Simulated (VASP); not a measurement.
**Pb: single point with PBEsol**

Pb:

```
Pb
1.0
     0.00000    2.44199    2.44199
     2.44199    0.00000    2.44199
     2.44199    2.44199    0.00000
Pb
1
Direct
  0.00000 0.00000 0.00000
```

This cell differs from its parent crystal: volume scaled by 0.97.

```json
{
 "Program": "VASP 6.6.1",
 "Task": "single point",
 "Functional": "PBEsol",
 "Potentials or basis": "VASP PAW PBE potentials, release 64 (Pb_d)",
 "Cutoff": "520 eV",
 "k mesh": "14 × 14 × 14",
 "Occupations": "gaussian, width 0.1 eV",
 "Spin": "no spin polarisation"
}
```

```json
{"Pressure": "1.5 GPa", "Band gap on the k mesh": "zero (band 7 reaches 15.29 eV, above the bottom of band 8 at 5.91 eV)"}
```

Levels at points of the mesh, in eV from the Fermi level:
```csv
k point,band 3,band 4,band 5,band 6,band 7,band 8,band 9,band 10,band 11,band 12
"(0.00, 0.00, 0.00)",-17.07,-16.91,-16.91,-12.10,7.68,7.68,7.68,9.74,11.78,12.73
"(0.50, 0.00, 0.00)",-17.05,-16.75,-16.75,-8.22,-4.47,5.75,5.75,9.20,9.78,11.39
"(0.50, 0.50, 0.00)",-16.77,-16.72,-16.72,-6.71,-3.50,2.03,2.03,5.44,6.73,18.45
```

Wall time 27 s on 1 thread of Intel(R) Xeon(R) Platinum 8488C (Sapphire Rapids) (shared host), peak memory 0.18 GiB.

Caveat: the PAW data sets were made with another functional, which shifts forces and pressure a little; spin-orbit coupling is left out, which moves the levels of the heavy elements.
